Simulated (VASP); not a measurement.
SnSe, 8 atoms in the cell. The cell holds a slab with vacuum, 8 atoms: a = 4.190 Å, b = 4.190 Å, c = 21.959 Å, α = 90.00°, β = 90.00°, γ = 90.00°. 

```yaml
Program: VASP 6.6.1
Task: single point
Functional: LDA
Potentials_or_basis: VASP PAW LDA potentials, release 64 (Sn_d, Se)
Cutoff: 520 eV
k_mesh: 6 × 6 × 2
Occupations: gaussian, width 0.05 eV
Spin: no spin polarisation
Dipole_correction: no
Further_INCAR_settings: ALGO = Normal; EDIFF = 1e-07; NBANDS = 50
```

Potentials or basis: VASP PAW LDA potentials, release 64 (Sn_d, Se).

Launch:

```console
$ cat potpaw_LDA.64/Sn_d/POTCAR potpaw_LDA.64/Se/POTCAR > POTCAR
$ mpirun -np 1 vasp_std > vasp.out
```

Hardware: 1 thread of AMD EPYC 7R13 Processor (Zen 3), with other jobs on the host.

Q: How long does it take, and how much memory?

A: Run time: 5.7 min on 1 thread of AMD EPYC 7R13 Processor (Zen 3), with other jobs on the host, peak memory 0.47 GiB. Counts: scf iterations 19, k points 20.
